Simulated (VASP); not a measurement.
A run of VASP 6.6.1 is set up as follows.

The input INCAR:

```
SYSTEM = Al12H
  PREC = Accurate
  ENCUT = 520
  EDIFF = 1E-6
  ISMEAR = 0
  SIGMA = 0.1
  LREAL = .FALSE.
  LASPH = .TRUE.
  NELM = 150
  ALGO = Normal
  ISIF = 2
  LWAVE = .FALSE.
  LCHARG = .FALSE.
  ISPIN = 2
  MAGMOM = 0 0 0 0 0 0 0 0 0 0 0 0 1
  LORBIT = 11
  LDIPOL = .TRUE.
  IDIPOL = 3
  DIPOL = 0.5 0.5 0.312
  GGA = PE
  NBANDS = 34
```

Contents of KPOINTS:

```
regular mesh
0
G
  6 6 1
  0 0 0
```

File POSCAR:

```
Al12H
1.0
    5.7143028096      0.0000000000      0.0000000000
   -2.8571514048      4.9487313980      0.0000000000
    0.0000000000      0.0000000000     21.6016424764
Al H
12 1
Direct
    0.3333333333      0.1666666667      0.1851711047
    0.3333333333      0.6666666667      0.1851711047
    0.8333333333      0.1666666667      0.1851711047
    0.8333333333      0.6666666667      0.1851711047
    0.1666666667      0.3333333333      0.2916873740
    0.1666666667      0.8333333333      0.2916873740
    0.6666666667      0.3333333333      0.2916873740
    0.6666666667      0.8333333333      0.2916873740
    0.0000000000      0.0000000000      0.3981939098
    0.0000000000      0.5000000000      0.3981939098
    0.5000000000      0.0000000000      0.3981939098
    0.5000000000      0.5000000000      0.3981939098
    0.3888888889     -0.3888888889      0.5495712879
```

Potentials or basis: VASP PAW PBE potentials, release 64 (Al, H).

Command:

```bash
$ cat potpaw_PBE.64/Al/POTCAR potpaw_PBE.64/H/POTCAR > POTCAR
$ mpirun -np 1 vasp_std > vasp.out
```

(1) Predict the band gap on the k mesh.

(2) Estimate the site moments.

(3) Predict the largest force.

## Answers

(1) zero (filled and empty bands overlap).

(2) Al +0.00, -0.00 (each value once); H +0.37 μB.

(3) 0.086 eV/Å.

Caveat: a moment this small can come from the mesh or the smearing.
